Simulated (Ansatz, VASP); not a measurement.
One calculation of Co, two programs

File INCAR:

```
SYSTEM = Co
  PREC = Accurate
  ENCUT = 520
  EDIFF = 1E-6
  ISMEAR = -1
  SIGMA = 0.05
  LREAL = .FALSE.
  LASPH = .TRUE.
  NELM = 150
  ALGO = Normal
  ISIF = 2
  LWAVE = .FALSE.
  LCHARG = .FALSE.
  ISPIN = 2
  MAGMOM = 3 3
  LORBIT = 11
  LMAXMIX = 4
  LDAU = .TRUE.
  LDAUTYPE = 2
  LDAUL = 2
  LDAUU = 2.7
  LDAUJ = 0
  LDAUPRINT = 1
  GGA = PE
  NBANDS = 20
```

The input KPOINTS:

```
regular mesh
0
G
  6 12 12
  0 0 0
```

File POSCAR:

```
Co
1.0
    0.0000000000      3.5890000000      3.5890000000
    1.7945000000      0.0000000000      1.7945000000
    1.7945000000      1.7945000000      0.0000000000
Co
2
Direct
    0.0000000000      0.0000000000      0.0000000000
    0.5000000000      0.0000000000      0.0000000000
```

Input for Ansatz:

```yaml
crystal:
  lattice:
    - [0.0, 3.589, 3.589]
    - [1.7945, 0.0, 1.7945]
    - [1.7945, 1.7945, 0.0]
  atoms:
    - { symbol: Co, position: [0.0, 0.0, 0.0], spin: 3.0 }
    - { symbol: Co, position: [0.5, 0.0, 0.0], spin: 3.0 }
magnetization:
  spin_polarized: true
hamiltonian:
  xc: pbe
  pseudopotentials: { kind: paw }
  hubbard: { sites: [{ species: Co, l: d, u_eff: 2.7 }] }
basis:
  ecutwfc: 420
kpoints:
  mp_grid: { grid: [6, 12, 12] }
scf:
  occupations: { method: fermi_dirac, width: 0.05 }
output:
  forces: true
  stress: true
```

Alike in both runs: task single point; functional PBE; k mesh 6 × 12 × 12; occupations fermi-dirac, width 0.05 eV; collinear spin; Hubbard terms Co d U = 2.7 eV.

|  | VASP | Ansatz |
| --- | --- | --- |
| version | VASP 6.6.1 | Ansatz 0.2.0 |
| potentials or method | VASP PAW PBE potentials, release 64 (Co), cutoff 520 eV | PAW, plane waves, scalar-relativistic |
| valence electrons in the cell | 18 | 34 |

VASP gave:

```
pressure (GPa)                                                : -5.9
net moment per atom (μB)                                      : 1.78
size of the moment on the site where the two differ most (μB) : 1.84
```

Q: What did Ansatz give for the same quantities?

A: Pressure (GPa): -2.3; net moment per atom (μB): 1.75; size of the moment on the site where the two differ most (μB): 1.85.

Site moments also hang on the region over which each program counts them. The programs project onto different local orbitals, so the same U acts differently, and such runs can settle in different states. VASP's potentials hold 18 valence electrons a cell and Ansatz's 34, so a difference there can come from the potentials and not from the codes. Ansatz's warnings: filled band counts differ across k points.
